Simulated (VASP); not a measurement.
The system is AlFe.

```xyz
2
Lattice="2.8743 0.0000 0.0000 0.0000 2.8743 0.0000 0.0000 0.0000 2.8743" Properties=species:S:1:pos:R:3 pbc="T T T"
Al    0.0000    0.0000    0.0000
Fe    1.4372    1.4372    1.4372
```

* Program: VASP 6.6.1
* Task: relaxation of cell and atoms
* Functional: PBEsol
* Potentials or basis: VASP PAW PBE potentials, release 64 (Al, Fe)
* Cutoff: 600 eV
* k mesh: 14 × 14 × 14
* Occupations: gaussian, width 0.1 eV
* Spin: collinear spin, ferromagnetic start
* Starting moments: [0.0, 0.77] μB

At the start: pressure -5.3 GPa; volume 11.87 Å³/atom.

Problem. Where does the relaxation end?

Solution. Over 3 steps the energy falls by 6.0 meV/atom and the volume is 11.52 Å³/atom (-2.9 %); space group Pm-3m (No. 221, to 0.1 Å) before and after; moment 0.66 μB per cell.

Step by step:
```csv
step,energy change (eV),largest force (eV/Å),pressure (GPa),volume (Å³)
1,0.0000,0.0000,-5.32,23.75
2,-0.0013,0.0000,5.62,22.42
3,-0.0120,0.0000,-0.01,23.05
```

Final structure:
```
CELL_PARAMETERS angstrom
2.84587 0.00000 0.00000
0.00000 2.84587 0.00000
0.00000 0.00000 2.84587
ATOMIC_POSITIONS crystal
Al 0.00000 0.00000 0.00000
Fe 0.50000 0.50000 0.50000
```

Caveat: the PAW data sets were made with another functional, which shifts forces and pressure a little.
